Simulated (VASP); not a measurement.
# Pb (Fd-3m) in VASP: further runs, part 2 of 2

VASP 6.6.1. The steps go on from the part before.

## Step 3: Electric field gradients, PBE

Input file INCAR:

```
  PREC = Accurate
  ENCUT = 520
  EDIFF = 1E-8
  ISMEAR = -1
  SIGMA = 0.05
  LREAL = F
  LASPH = T
  NELM = 60
  ALGO = Normal
  ISIF = 2
  LWAVE = F
  LCHARG = F
  GGA = PE
  LEFG = T
  NBANDS = 21
```

Input file KPOINTS:

```
Automatic mesh
0
Gamma
  8 8 8
```

Input file POSCAR:

```
Pb
1.0
    0.0000000000      3.4168854378      3.4168854378
    3.4168854378      0.0000000000      3.4168854378
    3.4168854378      3.4168854378      0.0000000000
Pb
2
Direct
   -0.1250000000     -0.1250000000     -0.1250000000
    0.1250000000      0.1250000000      0.1250000000
```

Potentials or basis: VASP PAW PBE potentials, release 64 (Pb_d).

On the command line:

```console
$ cat potpaw_PBE.64/Pb_d/POTCAR > POTCAR
$ mpirun -np 1 vasp_std > vasp.out
```

OUTCAR:

```text
PREC = Accurate
   ENCUT = 520
   EDIFF = 1E-8
   ISMEAR = -1
   LREAL = F
   LASPH = T
   NELM = 60
   ISIF = 2
   GGA = PE

 ion  position               nearest neighbor table
   1  0.875  0.875  0.875-   2 2.96   2 2.96   2 2.96   2 2.96
   2  0.125  0.125  0.125-   1 2.96   1 2.96   1 2.96   1 2.96

  LATTYP: Found a face centered cubic cell.
 ALAT       =     6.8337708756

  Lattice vectors:

 A1 = (   0.0000000000,   3.4168854378,   3.4168854378)
 A2 = (   3.4168854378,   0.0000000000,   3.4168854378)
 A3 = (   3.4168854378,   3.4168854378,   0.0000000000)

Analysis of symmetry for initial positions (statically):
=====================================================================
 Subroutine PRICEL returns:
 Original cell was already a primitive cell.

 Routine SETGRP: Setting up the symmetry group for a
 face centered cubic supercell.

 Subroutine GETGRP returns: Found 48 space group operations
 (whereof 12 operations were pure point group operations)
 out of a pool of 48 trial point group operations.

The static configuration has the point symmetry D_3d.
 The point group associated with its full space group is O_h .

Analysis of symmetry for dynamics (positions and initial velocities):
=====================================================================
 Subroutine PRICEL returns:
 Original cell was already a primitive cell.

 Routine SETGRP: Setting up the symmetry group for a
 face centered cubic supercell.

 Subroutine GETGRP returns: Found 48 space group operations
 (whereof 12 operations were pure point group operations)
 out of a pool of 48 trial point group operations.

The dynamic configuration has the point symmetry D_3d.
 The point group associated with its full space group is O_h .

 Subroutine INISYM returns: Found 48 space group operations
 (whereof 12 operations are pure point group operations),
 and found     1 'primitive' translations

----------------------------------------------------------------------------------------

                                     Primitive cell

  volume of cell :      79.7850

  direct lattice vectors                    reciprocal lattice vectors
     0.000000000  3.416885438  3.416885438    -0.146332094  0.146332094  0.146332094
     3.416885438  0.000000000  3.416885438     0.146332094 -0.146332094  0.146332094
     3.416885438  3.416885438  0.000000000     0.146332094  0.146332094 -0.146332094

  length of vectors
     4.832205727  4.832205727  4.832205727     0.253454621  0.253454621  0.253454621

  position of ions in fractional coordinates (direct lattice)
     0.875000000  0.875000000  0.875000000
     0.125000000  0.125000000  0.125000000

  ion indices of the primitive-cell ions
   primitive index   ion index
                 1           1
                 2           2

----------------------------------------------------------------------------------------

 KPOINTS: Automatic mesh

Automatic generation of k-mesh.
 Grid dimensions read from file:
 generate k-points for:    8    8    8
[... 69 lines left out ...]
   NFREE  =      0    steps in history (QN), initial steepest desc. (CG)
   ISIF   =      2    stress and relaxation
   ISYM   =      2    0-nonsym 1-usesym 2-fastsym
   POTIM  = 0.5000    time-step for ionic-motion
   TEBEG  =    0.0;   TEEND  =   0.0 temperature during run
   PSTRESS=    0.0 pullay stress
   NELECT =      28.0000    total number of electrons
   NUPDOWN=      -1.0000    fix difference up-down
   EMIN   =  10.00;   EMAX   =-10.00  energy-range for DOS
   EFERMI =   0.00;   METHOD = LEGACY
   ISMEAR =    -1;   SIGMA  =   0.05  broadening in eV -4-tet -1-fermi 0-gaus
   EFERMI_NEDOS =   21; number of points for ismear=-14 and -15
   IALGO  =     38    algorithm
   IMIX   =      4    mixing-type and parameters
     AMIX     =   0.40;   BMIX     =  1.00
     AMIX_MAG =   1.60;   BMIX_MAG =  1.00
  volume/ion in A,a.u.               =      39.89       269.21
  Fermi-wavevector in a.u.,A,eV,Ry     =   1.154748  2.182157 18.142582  1.333442
  Thomas-Fermi vector in A             =   2.291382
   LORBIT       =      0    0 simple, 1 ext, 2 COOP (PROOUT), +10 PAW based schemes
   GGA     = PE    functional components
   LHFCALC =     F    Hartree Fock is set to
   AEXX    =    0.0000 exact exchange contribution
   IVDW    =     0    specifies the selected vdW correction
   LEPSILON=     F    determine dielectric tensor
   LRPA    =     F    only Hartree local field effects (RPA)
 non-spin polarized calculation
  energy-cutoff  :      520.00
  volume of cell :       79.79
 maximum number of plane-waves:      2180
   NGX = 17   NGY = 17   NGZ = 17

 number of electron      28.0000008 magnetization

 Free energy of the ion-electron system (eV)
  ---------------------------------------------------
  ext. energy  EPLUGINS =         0.00000000
  ---------------------------------------------------
  free energy    TOTEN  =        -6.53928636 eV

  energy without entropy =       -6.53524133  energy(sigma->0) =       -6.53726384

 E-fermi :   4.5761     XC(G=0):  -8.5091

 val. band max:        4.2540464664   @ k =   0.1250   0.1250   0.0000
 cond. band min:       4.5875907028   @ k =  -0.1250   0.1250   0.0000
 fundamental gap:      0.3335442364
 Fermi energy:         4.5761092425

 k-point     1 :       0.0000    0.0000    0.0000
  band No.  band energies     occupation
      1     -12.7196      2.00000
      2     -12.7196      2.00000
      3     -12.7196      2.00000
      4     -12.6399      2.00000
      5     -12.6399      2.00000
      6     -12.1884      2.00000
[... 565 lines left out ...]
     20      12.4970      0.00000
     21      13.2366      0.00000

 [... further k-points ...]

------------------------ aborting loop because EDIFF is reached ----------------------------------------

  FORCE on cell =-STRESS in cart. coord.  units (eV):
  Direction    XX          YY          ZZ          XY          YZ          ZX
  --------------------------------------------------------------------------------------
  -------------------------------------------------------------------------------------
  Total        1.5138881      1.5138881      1.5138881      0.0000000      0.0000000      0.0000000
  in kB       30.4006669     30.4006669     30.4006669      0.0000000      0.0000000      0.0000000
  external PRESSURE =      30.4006669 kB  Pullay stress =       0.0000000 kB

 VOLUME and BASIS-vectors are now :
 -----------------------------------------------------------------------------
  energy-cutoff  :      520.00
  volume of cell :       79.79
      direct lattice vectors                 reciprocal lattice vectors
     0.000000000  3.416885438  3.416885438    -0.146332094  0.146332094  0.146332094
     3.416885438  0.000000000  3.416885438     0.146332094 -0.146332094  0.146332094
     3.416885438  3.416885438  0.000000000     0.146332094  0.146332094 -0.146332094

 POSITION                                       TOTAL-FORCE (eV/Angst)
 -----------------------------------------------------------------------------------
      5.97955      5.97955      5.97955         0.000000     -0.000000     -0.000000
      0.85422      0.85422      0.85422        -0.000000      0.000000      0.000000
 -----------------------------------------------------------------------------------
    total drift:                                0.000000      0.000000      0.000000

  FREE ENERGIE OF THE ION-ELECTRON SYSTEM (eV)
  ---------------------------------------------------
  free  energy   TOTEN  =        -6.5392863600 eV

  energy  without entropy=       -6.5352413295  energy(sigma->0) =       -6.53726384

 Electric field gradients (V/A^2)
---------------------------------------------------------------------
 ion       V_xx      V_yy      V_zz      V_xy      V_xz      V_yz
---------------------------------------------------------------------
   1       0.000    -0.000    -0.000    -0.000    -0.000    -0.000
   2       0.000    -0.000    -0.000    -0.000    -0.000    -0.000
---------------------------------------------------------------------

 Electric field gradients after diagonalization (V/A^2)
 (convention: |V_zz| > |V_xx| > |V_yy|)
----------------------------------------------------------------------
 ion       V_xx      V_yy      V_zz     asymmetry (V_yy - V_xx)/ V_zz
----------------------------------------------------------------------
   1       0.000     0.000    -0.001       0.000
   2       0.000     0.000    -0.001       0.000
----------------------------------------------------------------------

           NMR quadrupolar parameters

 Cq : quadrupolar parameter    Cq=e*Q*V_zz/h
 eta: asymmetry parameters     (V_yy - V_xx)/ V_zz
 Q  : nuclear electric quadrupole moment in mb (millibarn)
----------------------------------------------------------------------
 ion       Cq(MHz)       eta       Q (mb)
----------------------------------------------------------------------
   1      -0.000       0.000       1.000
   2      -0.000       0.000       1.000
----------------------------------------------------------------------
```

stdout:

```text
POSCAR found type information on POSCAR Pb
 POSCAR found :  1 types and       2 ions
 scaLAPACK will be used
 LDA part: xc-table for (Slater+PW92), standard interpolation
 POSCAR, INCAR and KPOINTS ok, starting setup
 FFT: planning ... GRIDC
 FFT: planning ... GRID_SOFT
 FFT: planning ... GRID
 WAVECAR not read
 entering main loop
ion   1

ion   2
```

It took 37 s on 1 thread of Intel Xeon Platinum 8259CL at 2.50GHz (Skylake/Cascade Lake), shared host; peak memory 0.21 GiB.

What came out:

```yaml
Free_energy: -6.5393 eV
Pressure: 3.0 GPa
Band_gap_on_the_k_mesh: zero (bands 14 and 15 overlap by 1.18 eV)
Largest_electric_field_gradient_by_atom: zero within the noise of the run
```

Caveat: the cell stands under pressure; spin-orbit coupling is left out, which moves the levels of the heavy elements.
